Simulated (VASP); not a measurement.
# Sn (I4_1/amd) in VASP: a series of runs, part 2 of 2

VASP 6.6.1. Earlier steps stand in the parts before.

**3. Single point, PBEsol (strain +0.000 along x and y, +0.080 along z)**

INCAR reads:

```
SYSTEM = Sn
ALGO = Fast
EDIFF = 1E-6
ENCUT = 520
GGA = PS
ISIF = 2
ISMEAR = 0
LASPH = .True.
LCHARG = .False.
LREAL = .False.
LWAVE = .False.
NBANDS = 21
NELM = 80
PREC = Accurate
SIGMA = 0.15
```

KPOINTS reads:

```
k-points
0
Gamma
  16 16 16
  0 0 0
```

POSCAR reads:

```
Sn
1.0
    0.0000000000      3.2707792798      3.5324416222
    3.2707792798      0.0000000000      3.5324416222
    3.2707792798      3.2707792798      0.0000000000
Sn
2
Direct
    0.5000000000      0.5000000000      0.5000000000
    0.7500000000      0.7500000000      0.7500000000
```

Potentials or basis: VASP PAW PBE potentials, release 64 (Sn_d).

Run with:

```
cat potpaw_PBE.64/Sn_d/POTCAR > POTCAR
mpirun -np 1 vasp_std > vasp.out
```

OUTCAR:

```text
SYSTEM = Sn
   EDIFF = 1E-6
   ENCUT = 520
   GGA = PS
   ISIF = 2
   ISMEAR = 0
   LASPH = .True.
   LREAL = .False.
   NELM = 80
   PREC = Accurate

 ion  position               nearest neighbor table
   1  0.500  0.500  0.500-   2 2.91   2 2.91   2 2.91   2 2.91
   2  0.750  0.750  0.750-   1 2.91   1 2.91   1 2.91   1 2.91

  LATTYP: Found a body centered tetragonal cell.
 ALAT       =     4.6255804170
 C/A-ratio  =     1.5273506474

  Lattice vectors:

 A1 = (  -3.2707792798,   0.0000000000,   3.5324416222)
 A2 = (   3.2707792798,   0.0000000000,   3.5324416222)
 A3 = (   0.0000000000,   3.2707792798,  -3.5324416222)

Analysis of symmetry for initial positions (statically):
=====================================================================
 Subroutine PRICEL returns:
 Original cell was already a primitive cell.

 Routine SETGRP: Setting up the symmetry group for a
 body centered tetragonal supercell.

 Subroutine GETGRP returns: Found 16 space group operations
 (whereof  8 operations were pure point group operations)
 out of a pool of 16 trial point group operations.

The static configuration has the point symmetry D_2d.
 The point group associated with its full space group is D_4h.

Analysis of symmetry for dynamics (positions and initial velocities):
=====================================================================
 Subroutine PRICEL returns:
 Original cell was already a primitive cell.

 Routine SETGRP: Setting up the symmetry group for a
 body centered tetragonal supercell.

 Subroutine GETGRP returns: Found 16 space group operations
 (whereof  8 operations were pure point group operations)
 out of a pool of 16 trial point group operations.

The dynamic configuration has the point symmetry D_2d.
 The point group associated with its full space group is D_4h.

 Subroutine INISYM returns: Found 16 space group operations
 (whereof  8 operations are pure point group operations),
 and found     1 'primitive' translations

----------------------------------------------------------------------------------------

                                     Primitive cell

  volume of cell :      75.5801

  direct lattice vectors                    reciprocal lattice vectors
     0.000000000  3.270779280  3.532441622    -0.152868768  0.152868768  0.141545156
     3.270779280  0.000000000  3.532441622     0.152868768 -0.152868768  0.141545156
     3.270779280  3.270779280  0.000000000     0.152868768  0.152868768 -0.141545156

  length of vectors
     4.814160458  4.814160458  4.625580417     0.258404241  0.258404241  0.258404241

  position of ions in fractional coordinates (direct lattice)
     0.500000000  0.500000000  0.500000000
     0.750000000  0.750000000  0.750000000

  ion indices of the primitive-cell ions
   primitive index   ion index
                 1           1
                 2           2

----------------------------------------------------------------------------------------

 KPOINTS: k-points

Automatic generation of k-mesh.
 Grid dimensions read from file:
 generate k-points for:   16   16   16

 Generating k-lattice:

  Cartesian coordinates                     Fractional coordinates (reciprocal lattice)
    -0.009554298  0.009554298  0.008846572     0.062500000 -0.000000000  0.000000000
     0.009554298 -0.009554298  0.008846572    -0.000000000  0.062500000  0.000000000
     0.009554298  0.009554298 -0.008846572     0.000000000  0.000000000  0.062500000

  Length of vectors
     0.016150265  0.016150265  0.016150265

  Shift w.r.t. Gamma in fractional coordinates (k-lattice)
     0.000000000  0.000000000  0.000000000

 Subroutine IBZKPT returns following result:
 ===========================================

 Found    349 irreducible k-points:

 Following reciprocal coordinates:
            Coordinates               Weight
  0.000000  0.000000  0.000000      1.000000
  0.062500  0.000000  0.000000      8.000000
  0.125000  0.000000  0.000000      8.000000
  0.187500  0.000000  0.000000      8.000000
  0.250000  0.000000  0.000000      8.000000
  0.312500 -0.000000  0.000000      8.000000
[... 16 lines left out ...]
 -0.125000  0.062500  0.000000      8.000000
 -0.062500  0.062500  0.000000      4.000000
 [... further k-points ...]
   k-points           NKPTS =    349   k-points in BZ     NKDIM =    349   number of bands    NBANDS=     21
   number of dos      NEDOS =    301   number of ions     NIONS =      2
   total plane-waves  NPLWV =  46656
   dimension x,y,z NGX =    36 NGY =   36 NGZ =   36
   dimension x,y,z NGXF=    72 NGYF=   72 NGZF=   72
   ions per type =               2
   NGX,Y,Z   is equivalent  to a cutoff of  12.43, 12.43, 12.94 a.u.
   NGXF,Y,Z  is equivalent  to a cutoff of  24.86, 24.86, 25.88 a.u.
 SYSTEM =  Sn
   PREC   = accura    normal or accurate (medium, high low for compatibility)
   ISTART =      0    job   : 0-new  1-cont  2-samecut
   ICHARG =      2    charge: 1-file 2-atom 10-const
   ISPIN  =      1    spin polarized calculation?
   LNONCOLLINEAR =      F non collinear calculations
   LSORBIT =      F    spin-orbit coupling
   LASPH  =      T    aspherical Exc in radial PAW
   ENCUT  =  520.0 eV  38.22 Ry    6.18 a.u.   8.95  8.95  8.60*2*pi/ulx,y,z
   NELM   =     80;   NELMIN=  2; NELMDL= -5     # of ELM steps
   EDIFF  = 0.1E-05   stopping-criterion for ELM
   LREAL  =      F    real-space projection
   EDIFFG = 0.1E-04   stopping-criterion for IOM
   NSW    =      0    number of steps for IOM
   IBRION =     -1    ionic relax: 0-MD 1-quasi-New 2-CG
   NFREE  =      0    steps in history (QN), initial steepest desc. (CG)
   ISIF   =      2    stress and relaxation
   ISYM   =      2    0-nonsym 1-usesym 2-fastsym
   POTIM  = 0.5000    time-step for ionic-motion
   TEBEG  =    0.0;   TEEND  =   0.0 temperature during run
   PSTRESS=    0.0 pullay stress
   NELECT =      28.0000    total number of electrons
   NUPDOWN=      -1.0000    fix difference up-down
   EMIN   =  10.00;   EMAX   =-10.00  energy-range for DOS
   EFERMI =   0.00;   METHOD = LEGACY
   ISMEAR =     0;   SIGMA  =   0.15  broadening in eV -4-tet -1-fermi 0-gaus
   EFERMI_NEDOS =   21; number of points for ismear=-14 and -15
   IALGO  =     68    algorithm
   IMIX   =      4    mixing-type and parameters
     AMIX     =   0.40;   BMIX     =  1.00
     AMIX_MAG =   1.60;   BMIX_MAG =  1.00
  volume/ion in A,a.u.               =      37.79       255.02
  Fermi-wavevector in a.u.,A,eV,Ry     =   1.175777  2.221897 18.809400  1.382452
  Thomas-Fermi vector in A             =   2.312152
   LORBIT       =      0    0 simple, 1 ext, 2 COOP (PROOUT), +10 PAW based schemes
   GGA     = PS    functional components
   LHFCALC =     F    Hartree Fock is set to
   AEXX    =    0.0000 exact exchange contribution
   IVDW    =     0    specifies the selected vdW correction
   LEPSILON=     F    determine dielectric tensor
   LRPA    =     F    only Hartree local field effects (RPA)
 non-spin polarized calculation
 RMM-DIIS sequential band-by-band and
 Gauss-broadening in eV      SIGMA  =   0.15
  energy-cutoff  :      520.00
  volume of cell :       75.58
 maximum number of plane-waves:      2066
   NGX = 17   NGY = 17   NGZ = 17

 number of electron      28.0000015 magnetization

 Free energy of the ion-electron system (eV)
  ---------------------------------------------------
  ext. energy  EPLUGINS =         0.00000000
  ---------------------------------------------------
  free energy    TOTEN  =        -8.38636308 eV

  energy without entropy =       -8.38431681  energy(sigma->0) =       -8.38533994

 E-fermi :   4.4970     XC(G=0):  -8.6390

 val. band max:        4.4110744321   @ k =   0.3125  -0.0000   0.0000
 cond. band min:       4.4972225959   @ k =  -0.1250   0.1250   0.0000
 fundamental gap:      0.0861481638
 Fermi energy:         4.4969945749

 k-point     1 :       0.0000    0.0000    0.0000
  band No.  band energies     occupation
      1     -16.9528      2.00000
      2     -16.9528      2.00000
      3     -16.9345      2.00000
      4     -16.9003      2.00000
      5     -16.8984      2.00000
      6     -16.6904      2.00000
[... 13 lines left out ...]
     20      11.5342      0.00000
     21      11.9254      0.00000
[... 529 lines left out ...]
 k-point    24 :      -0.0625    0.0625    0.0000
  band No.  band energies     occupation
      1     -16.9597      2.00000
      2     -16.9490      2.00000
      3     -16.9378      2.00000
      4     -16.8955      2.00000
      5     -16.8892      2.00000
      6     -16.6923      2.00000
[... 13 lines left out ...]
     20      11.5586      0.00000
     21      11.7597      0.00000

 [... further k-points ...]

------------------------ aborting loop because EDIFF is reached ----------------------------------------

  FORCE on cell =-STRESS in cart. coord.  units (eV):
  Direction    XX          YY          ZZ          XY          YZ          ZX
  --------------------------------------------------------------------------------------
  -------------------------------------------------------------------------------------
  Total       -0.9221587     -0.9221587     -2.0899826      0.0000000      0.0000000      0.0000000
  in kB      -19.5482902    -19.5482902    -44.3042913      0.0000000      0.0000000      0.0000000
  external PRESSURE =     -27.8002905 kB  Pullay stress =       0.0000000 kB

 VOLUME and BASIS-vectors are now :
 -----------------------------------------------------------------------------
  energy-cutoff  :      520.00
  volume of cell :       75.58
      direct lattice vectors                 reciprocal lattice vectors
     0.000000000  3.270779280  3.532441622    -0.152868768  0.152868768  0.141545156
     3.270779280  0.000000000  3.532441622     0.152868768 -0.152868768  0.141545156
     3.270779280  3.270779280  0.000000000     0.152868768  0.152868768 -0.141545156

 POSITION                                       TOTAL-FORCE (eV/Angst)
 -----------------------------------------------------------------------------------
      3.27078      3.27078      3.53244         0.000000      0.000000     -0.000000
      4.90617      4.90617      5.29866        -0.000000     -0.000000      0.000000
 -----------------------------------------------------------------------------------
    total drift:                                0.000000      0.000000      0.000000

  FREE ENERGIE OF THE ION-ELECTRON SYSTEM (eV)
  ---------------------------------------------------
  free  energy   TOTEN  =        -8.3863630779 eV

  energy  without entropy=       -8.3843168087  energy(sigma->0) =       -8.38533994
```

It took 10 min on 1 thread of Oxide Virtual Turin-like, shared host; peak memory 0.5 GiB.

Results:

| Property | Result |
| --- | --- |
| Free energy | -8.3864 eV |
| Pressure | -2.8 GPa |
| Band gap on the k mesh | zero (bands 14 and 15 overlap by 0.56 eV) |

Caveat: the cell differs from its parent crystal (strain +0.000 along x and y, +0.080 along z); the PAW data sets were made with another functional, which shifts forces and pressure a little; spin-orbit coupling is left out, which moves the levels of the heavy elements.

The gap in the log of VASP goes by the Fermi energy; the results here count the filled bands.